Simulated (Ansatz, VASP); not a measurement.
# One calculation of TaN, two programs

```
CELL_PARAMETERS angstrom
2.93800 0.00000 0.00000
-1.46900 2.54438 0.00000
0.00000 0.00000 2.88300
ATOMIC_POSITIONS crystal
Ta 0.00000 0.00000 0.50000
N 0.66667 0.33333 0.00000
```

Alike in both runs: functional PBEsol; k mesh 10 × 10 × 9; occupations fermi-dirac, width 0.05 eV; no spin polarisation; Hubbard terms Ta d U = 5.0 eV.

|  | VASP | Ansatz |
| --- | --- | --- |
| version | VASP 6.6.1 | Ansatz 0.2.0 |
| potentials or method | VASP PAW PBE potentials, release 64 (Ta_pv, N) | Ansatz PAW |
| plane-wave cutoff (eV) | 520 | 420 |
| valence electrons in the cell | 16 | 18 |
| task | single point | projected density of states |

```tsv
	VASP	Ansatz	Ansatz less VASP
gap on the k mesh at the Fermi level (eV)	none	none	-
pressure (GPa)	12.4	-0.1	-12.49
traceless stress, the component that is largest in VASP (GPa)	1.18	-1.77	-2.948
```

VASP's potentials were made for PBE, not for PBEsol. The programs project onto different local orbitals, so the same U acts differently, and such runs can settle in different states. A gap of «none» marks a metal or a gap that the smearing closes. VASP's potentials hold 16 valence electrons a cell and Ansatz's 18, so a difference there can come from the potentials and not from the codes.

Spin-orbit coupling is off throughout.
